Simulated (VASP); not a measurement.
Crystal: AgCl (Chlorargyrite).

```xyz
2
Lattice="0.0000 2.7350 2.7350 2.7350 0.0000 2.7350 2.7350 2.7350 0.0000" Properties=species:S:1:pos:R:3 pbc="T T T"
Ag    0.0000    0.0000    0.0000
Cl    2.7350    2.7350    2.7350
```

Program: VASP 6.6.1. Alike in all runs: task single point; potentials or basis VASP PAW PBE potentials, release 64 (Ag, Cl); no spin polarisation; cell as given; k mesh 6 × 6 × 6; cutoff (eV) 520; smearing gaussian 0.01 eV.

Order these runs on this cell by their pressure, lowest first.
A. level PBE
B. level r2SCAN
C. level PBEsol
D. level revPBE

C (-0.8 GPa), B (2.2 GPa), A (3.8 GPa), D (6.1 GPa).

Caveats: the PAW data sets were made with another functional, which shifts forces and pressure a little (some runs).
